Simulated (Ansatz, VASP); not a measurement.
**LiH: VASP beside Ansatz**

Contents of INCAR:

```
PREC = Accurate
ENCUT = 520
EDIFF = 1E-7
ISMEAR = 0
SIGMA = 0.05
LREAL = F
LASPH = T
NELM = 100
ALGO = Normal
ISIF = 2
LWAVE = F
LCHARG = T
LELF = T
LVHAR = T
NBANDS = 9
```

File KPOINTS:

```
regular mesh
0
Gamma
  10 10 10
```

Contents of POSCAR:

```
LiH
1.0
    0.0000000000      2.0325000000      2.0325000000
    2.0325000000      0.0000000000      2.0325000000
    2.0325000000      2.0325000000      0.0000000000
Li H
1 1
Direct
    0.0000000000      0.0000000000      0.0000000000
    0.5177536983      0.5177536983      0.5177536983
```

Input for Ansatz:

```yaml
crystal:
  lattice:
    - [0.0, 2.0325, 2.0325]
    - [2.0325, 0.0, 2.0325]
    - [2.0325, 2.0325, 0.0]
  atoms:
    - { symbol: Li, position: [0.0, 0.0, 0.0] }
    - { symbol: H, position: [0.5177536983, 0.5177536983, 0.5177536983] }
basis:
  ecutwfc: 420
kpoints:
  mp_grid: { grid: [10, 10, 10] }
hamiltonian:
  xc: lda
scf:
  occupations: { method: gaussian, width: 0.05 }
output:
  forces: true
  stress: true
  eigenvalues: true
```

Change from the starting cell: all H atoms moved +0.125 Å, as atom 2 along Cartesian [1 1 1].

Alike in both runs: task single point; functional LDA; k mesh 10 × 10 × 10; occupations gaussian, width 0.05 eV; no spin polarisation.

|  | VASP | Ansatz |
| --- | --- | --- |
| version | VASP 6.6.1 | Ansatz 0.2.0 |
| potentials or method | VASP PAW LDA potentials, release 64 (Li_sv, H), cutoff 520 eV | scalar-relativistic, plane waves, PAW |
| valence electrons in the cell | 4 | 4 |

```csv
,VASP,Ansatz,Ansatz less VASP
gap on the k mesh at the Fermi level (eV),2.74,2.75,+0.008
least direct gap on the mesh (eV),2.74,2.75,+0.008
rms of the force components (eV/Å),0.066,0.066,0.0000
```

LDA's correlation is that of Perdew and Zunger in VASP and of Perdew and Wang (1992) in Ansatz. Atom by atom the forces differ by 0.000 eV/Å (rms over components).

Noted on VASP's run: the cutoff is under 1.25 times that of the potentials, so the pressure is a little rough.
